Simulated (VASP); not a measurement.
## IrO: single point with PBE

The system is IrO.

```xyz
2
Lattice="3.0671 0.0000 0.0000 0.0000 3.0671 0.0000 0.0000 0.0000 3.0671" Properties=species:S:1:pos:R:3 pbc="T T T"
Ir    0.0000    0.0000    0.0000
O     1.5335    1.5335    1.5335
```

```json
{
  "Program": "VASP 6.6.1",
  "Task": "single point",
  "Functional": "PBE",
  "Potentials or basis": "VASP PAW PBE potentials, release 64 (Ir, O)",
  "Cutoff": "520 eV",
  "k mesh": "14 × 14 × 14",
  "Occupations": "gaussian, width 0.1 eV",
  "Spin": "collinear spin",
  "Starting moments": "[2.5, 0.0] μB",
  "Dipole correction": "no",
  "Further INCAR settings": "ALGO = Normal; EDIFF = 1e-06; NBANDS = 18"
}
```

```json
{
  "Pressure": "-33.7 GPa",
  "Net moment": "0.51 μB per cell",
  "Site moments": "Ir +0.40; O +0.09 μB",
  "Valence electrons inside the program's atomic spheres": "Ir 7.39; O 4.70"
}
```

Levels at points of the mesh, in eV from the Fermi level:
Spin up:
| k point | band 6 | band 7 | band 8 | band 9 | band 10 | band 11 |
| --- | --- | --- | --- | --- | --- | --- |
| (0.00, 0.00, 0.00) | -2.57 | -2.57 | -0.35 | -0.35 | -0.35 | 15.16 |
| (0.50, 0.00, 0.00) | -0.23 | -0.16 | 0.46 | 0.46 | 4.17 | 4.25 |
| (0.50, 0.50, 0.00) | -2.14 | -1.28 | -1.28 | 0.59 | 4.41 | 7.95 |
| (0.50, 0.50, 0.50) | 0.66 | 0.80 | 0.80 | 0.80 | 6.28 | 6.28 |
Spin down:
| k point | band 3 | band 4 | band 5 | band 6 | band 7 | band 8 | band 9 | band 10 | band 11 | band 12 |
| --- | --- | --- | --- | --- | --- | --- | --- | --- | --- | --- |
| (0.00, 0.00, 0.00) | -3.26 | -2.45 | -2.41 | -2.41 | -2.41 | -0.04 | -0.04 | -0.04 | 15.29 | 15.29 |
| (0.50, 0.00, 0.00) | -3.38 | -3.38 | -2.90 | 0.08 | 0.08 | 0.73 | 0.73 | 4.24 | 4.45 | 13.00 |
| (0.50, 0.50, 0.00) | -4.20 | -2.93 | -1.99 | -1.87 | -0.99 | -0.99 | 0.86 | 4.61 | 8.06 | 8.06 |
| (0.50, 0.50, 0.50) | -5.45 | -5.45 | 0.93 | 0.93 | 1.06 | 1.06 | 1.06 | 6.34 | 6.34 | 6.34 |

It took 9.2 min on 1 thread of Intel Xeon 8259CL, with other jobs on the host, peak memory 0.24 GiB.

Caveat: the cell stands under tension; spin-orbit coupling is left out, which moves the levels of the heavy elements.
